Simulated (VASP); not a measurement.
# CO2 (Pbcn) in VASP: a series of runs, part 2 of 2

VASP 6.6.1. The steps go on from the part before.

## 3. Single point, PBE+D3(BJ)

This run uses another cell than the first one, of 16.14 Å³/atom, 1.128 times its volume.

INCAR reads:

```
SYSTEM = CO2
  PREC = Accurate
  ENCUT = 520
  EDIFF = 1E-7
  ISMEAR = 0
  SIGMA = 0.02
  LREAL = .False.
  LASPH = .True.
  NELM = 60
  ALGO = Normal
  ISIF = 2
  LWAVE = .False.
  LCHARG = .True.
  GGA = PE
  IVDW = 12
  LELF = .True.
  LVHAR = .True.
  NBANDS = 44
```

KPOINTS reads:

```
regular mesh
0
Gamma
  4 4 4
  0 0 0
```

POSCAR reads:

```
CO2
1.0
    4.9744439423      0.0000000000      0.0000000000
    0.0000000000      6.4916677470      0.0000000000
    0.0000000000      0.0000000000      5.9959296993
C O
4 8
Direct
    0.5000000000      0.8494138487      0.7500000000
    0.0000000000      0.3494138487      0.7500000000
    0.0000000000      0.6505861513      0.2500000000
    0.5000000000      0.1505861513      0.2500000000
    0.6952984338      0.1499485525      0.1414751998
    0.3047015662      0.1499485525      0.3585248002
    0.8047015662      0.6499485525      0.1414751998
    0.1952984338      0.3500514475      0.8585248002
    0.1952984338      0.6499485525      0.3585248002
    0.8047015662      0.3500514475      0.6414751998
    0.6952984338      0.8500514475      0.6414751998
    0.3047015662      0.8500514475      0.8585248002
```

Potentials or basis: VASP PAW PBE potentials, release 64 (C, O).

Launch:

```bash
> cat potpaw_PBE.64/C/POTCAR potpaw_PBE.64/O/POTCAR > POTCAR
> mpirun -np 1 vasp_std > vasp.out
```

OUTCAR:

```text
SYSTEM = CO2
   PREC = Accurate
   ENCUT = 520
   EDIFF = 1E-7
   ISMEAR = 0
   LREAL = .False.
   LASPH = .True.
   NELM = 60
   ISIF = 2
   GGA = PE
   IVDW = 12
 IVDW          = 12

 ion  position               nearest neighbor table
   1  0.500  0.849  0.750-  11 1.17  12 1.17
   2  0.000  0.349  0.750-   8 1.17  10 1.17
   3  0.000  0.651  0.250-   7 1.17   9 1.17
   4  0.500  0.151  0.250-   5 1.17   6 1.17
   5  0.695  0.150  0.141-   4 1.17
   6  0.305  0.150  0.359-   4 1.17
   7  0.805  0.650  0.141-   3 1.17
   8  0.195  0.350  0.859-   2 1.17
   9  0.195  0.650  0.359-   3 1.17
  10  0.805  0.350  0.641-   2 1.17
  11  0.695  0.850  0.641-   1 1.17
  12  0.305  0.850  0.859-   1 1.17

  LATTYP: Found a simple orthorhombic cell.
 ALAT       =     4.9744439423
 B/A-ratio  =     1.2053467219
 C/A-ratio  =     1.3050036994

  Lattice vectors:

 A1 = (  -4.9744439423,   0.0000000000,   0.0000000000)
 A2 = (   0.0000000000,   0.0000000000,   5.9959296993)
 A3 = (   0.0000000000,   6.4916677470,   0.0000000000)

Analysis of symmetry for initial positions (statically):
=====================================================================
 Subroutine PRICEL returns:
 Original cell was already a primitive cell.

 Routine SETGRP: Setting up the symmetry group for a
 simple orthorhombic supercell.

 Subroutine GETGRP returns: Found  8 space group operations
 (whereof  2 operations were pure point group operations)
 out of a pool of  8 trial point group operations.

The static configuration has the point symmetry S_2 .
 The point group associated with its full space group is D_2h.

Analysis of symmetry for dynamics (positions and initial velocities):
=====================================================================
 Subroutine PRICEL returns:
 Original cell was already a primitive cell.

 Routine SETGRP: Setting up the symmetry group for a
 simple orthorhombic supercell.

 Subroutine GETGRP returns: Found  8 space group operations
 (whereof  2 operations were pure point group operations)
 out of a pool of  8 trial point group operations.

The dynamic configuration has the point symmetry S_2 .
 The point group associated with its full space group is D_2h.

 Subroutine INISYM returns: Found  8 space group operations
 (whereof  2 operations are pure point group operations),
 and found     1 'primitive' translations

----------------------------------------------------------------------------------------

                                     Primitive cell

  volume of cell :     193.6232

  direct lattice vectors                    reciprocal lattice vectors
     4.974443942  0.000000000  0.000000000     0.201027494  0.000000000  0.000000000
     0.000000000  6.491667747  0.000000000     0.000000000  0.154043620  0.000000000
     0.000000000  0.000000000  5.995929699     0.000000000  0.000000000  0.166779807

  length of vectors
[... 64 lines left out ...]
  0.500000  0.250000  0.000000      2.000000
[... 16 lines left out ...]
  0.250000  0.250000  0.500000      4.000000
  0.500000  0.250000  0.500000      2.000000
 [... further k-points ...]
   k-points           NKPTS =     27   k-points in BZ     NKDIM =     27   number of bands    NBANDS=     44
   number of dos      NEDOS =    301   number of ions     NIONS =     12
   total plane-waves  NPLWV =  92160
   dimension x,y,z NGX =    40 NGY =   48 NGZ =   48
   dimension x,y,z NGXF=    80 NGYF=   96 NGZF=   96
   ions per type =               4   8
   NGX,Y,Z   is equivalent  to a cutoff of  13.37, 12.29, 13.31 a.u.
   NGXF,Y,Z  is equivalent  to a cutoff of  26.74, 24.58, 26.62 a.u.
 SYSTEM =  CO2
   PREC   = accura    normal or accurate (medium, high low for compatibility)
   ISTART =      0    job   : 0-new  1-cont  2-samecut
   ICHARG =      2    charge: 1-file 2-atom 10-const
   ISPIN  =      1    spin polarized calculation?
   LNONCOLLINEAR =      F non collinear calculations
   LSORBIT =      F    spin-orbit coupling
   LASPH  =      T    aspherical Exc in radial PAW
   ENCUT  =  520.0 eV  38.22 Ry    6.18 a.u.   9.25 12.07 11.15*2*pi/ulx,y,z
   NELM   =     60;   NELMIN=  2; NELMDL= -5     # of ELM steps
   EDIFF  = 0.1E-06   stopping-criterion for ELM
   LREAL  =      F    real-space projection
   EDIFFG = 0.1E-05   stopping-criterion for IOM
   NSW    =      0    number of steps for IOM
   IBRION =     -1    ionic relax: 0-MD 1-quasi-New 2-CG
   NFREE  =      0    steps in history (QN), initial steepest desc. (CG)
   ISIF   =      2    stress and relaxation
   ISYM   =      2    0-nonsym 1-usesym 2-fastsym
   POTIM  = 0.5000    time-step for ionic-motion
   TEBEG  =    0.0;   TEEND  =   0.0 temperature during run
   PSTRESS=    0.0 pullay stress
   NELECT =      64.0000    total number of electrons
   NUPDOWN=      -1.0000    fix difference up-down
   EMIN   =  10.00;   EMAX   =-10.00  energy-range for DOS
   EFERMI =   0.00;   METHOD = LEGACY
   ISMEAR =     0;   SIGMA  =   0.02  broadening in eV -4-tet -1-fermi 0-gaus
   EFERMI_NEDOS =   21; number of points for ismear=-14 and -15
   IALGO  =     38    algorithm
   IMIX   =      4    mixing-type and parameters
     AMIX     =   0.40;   BMIX     =  1.00
     AMIX_MAG =   1.60;   BMIX_MAG =  1.00
  volume/ion in A,a.u.               =      16.14       108.89
  Fermi-wavevector in a.u.,A,eV,Ry     =   1.131920  2.139018 17.432365  1.281243
  Thomas-Fermi vector in A             =   2.268620
   LORBIT       =      0    0 simple, 1 ext, 2 COOP (PROOUT), +10 PAW based schemes
   GGA     = PE    functional components
   LHFCALC =     F    Hartree Fock is set to
   AEXX    =    0.0000 exact exchange contribution
   IVDW    =    12    specifies the selected vdW correction
   LEPSILON=     F    determine dielectric tensor
   LRPA    =     F    only Hartree local field effects (RPA)
 non-spin polarized calculation
 Gauss-broadening in eV      SIGMA  =   0.02
  energy-cutoff  :      520.00
  volume of cell :      193.62
 maximum number of plane-waves:      5240
 NGX is ok and might be reduce to    40
   NGX = 19   NGY = 25   NGZ = 23

 number of electron      64.0000030 magnetization

 Free energy of the ion-electron system (eV)
  ---------------------------------------------------
  ext. energy  EPLUGINS =         0.00000000
  ---------------------------------------------------
  free energy    TOTEN  =       -92.10587443 eV

  energy without entropy =      -92.10587443  energy(sigma->0) =      -92.10587443

 E-fermi :  -3.9229     XC(G=0):  -7.4528

 val. band max:       -4.0354394768   @ k =   0.0000   0.0000   0.2500
 cond. band min:       2.5012701067   @ k =   0.0000   0.0000   0.0000
 fundamental gap:      6.5367095835
 Fermi energy:        -3.9228658307

 k-point     1 :       0.0000    0.0000    0.0000
  band No.  band energies     occupation
      1     -24.6551      2.00000
      2     -24.5190      2.00000
      3     -24.5080      2.00000
      4     -24.4800      2.00000
      5     -23.5578      2.00000
      6     -23.5399      2.00000
[... 1117 lines left out ...]
     43       5.3827      0.00000
     44       5.3827      0.00000

 [... further k-points ...]

------------------------ aborting loop because EDIFF is reached ----------------------------------------

 Edisp (eV)   -0.75465

 E8    (eV) :    -0.1916

  FORCE on cell =-STRESS in cart. coord.  units (eV):
  Direction    XX          YY          ZZ          XY          YZ          ZX
  --------------------------------------------------------------------------------------
  -------------------------------------------------------------------------------------
  Total       3.73781    -0.27853     1.52836     0.00000     0.00000    -0.00000
  in kB      30.92934    -2.30477    12.64672     0.00000     0.00000    -0.00000
  external pressure =       13.76 kB  Pullay stress =        0.00 kB

 VOLUME and BASIS-vectors are now :
 -----------------------------------------------------------------------------
  energy-cutoff  :      520.00
  volume of cell :      193.62
      direct lattice vectors                 reciprocal lattice vectors
     4.974443942  0.000000000  0.000000000     0.201027494  0.000000000  0.000000000
     0.000000000  6.491667747  0.000000000     0.000000000  0.154043620  0.000000000
     0.000000000  0.000000000  5.995929699     0.000000000  0.000000000  0.166779807

 POSITION                                       TOTAL-FORCE (eV/Angst)
 -----------------------------------------------------------------------------------
      2.48722      5.51411      4.49695        -0.000000     -0.005282     -0.000000
      0.00000      2.26828      4.49695        -0.000000     -0.005282     -0.000000
      0.00000      4.22339      1.49898        -0.000000      0.005282     -0.000000
      2.48722      0.97756      1.49898        -0.000000      0.005282     -0.000000
      3.45872      0.97342      0.84828         0.524416     -0.000828     -0.355113
      1.51572      0.97342      2.14969        -0.524416     -0.000828      0.355113
      4.00294      4.21925      0.84828        -0.524416     -0.000828     -0.355113
      0.97150      2.27242      5.14765         0.524416      0.000828      0.355113
      0.97150      4.21925      2.14969         0.524416     -0.000828      0.355113
      4.00294      2.27242      3.84624        -0.524416      0.000828     -0.355113
      3.45872      5.51825      3.84624         0.524416      0.000828     -0.355113
      1.51572      5.51825      5.14765        -0.524416      0.000828      0.355113
 -----------------------------------------------------------------------------------
    total drift:                               -0.000000     -0.000000     -0.000000

  FREE ENERGIE OF THE ION-ELECTRON SYSTEM (eV)
  ---------------------------------------------------
  free  energy   TOTEN  =       -92.8605266576 eV

  energy  without entropy=      -92.8605266576  energy(sigma->0) =      -92.86052666
```

Run time: 2.9 min. Hardware: 1 thread of Intel Xeon Platinum 8375C at 2.90GHz (Ice Lake), shared host; peak memory 0.38 GiB.

What came out:

```yaml
Free_energy: -92.8605 eV
Pressure: 1.4 GPa
Largest_force: 0.633 eV/Å
Band_gap_on_the_k_mesh: 6.54 eV, indirect (the least direct gap lies 2.5 meV higher)
Dispersion_energy_per_atom: -0.063 eV
```

Forces in eV/Å, atoms in the order of the input:
```
C    0.000 -0.005  0.000
C    0.000 -0.005  0.000
C    0.000  0.005  0.000
C    0.000  0.005  0.000
O    0.524 -0.001 -0.355
O   -0.524 -0.001  0.355
O   -0.524 -0.001 -0.355
O    0.524  0.001  0.355
O    0.524 -0.001  0.355
O   -0.524  0.001 -0.355
O    0.524  0.001 -0.355
O   -0.524  0.001  0.355
```

Stress tensor (GPa, compression positive):
```
 3.09  0.00  0.00
 0.00 -0.23  0.00
 0.00  0.00  1.26
```

A k mesh can miss the band edges. As with any semilocal functional, this PBE gap is likely too small.
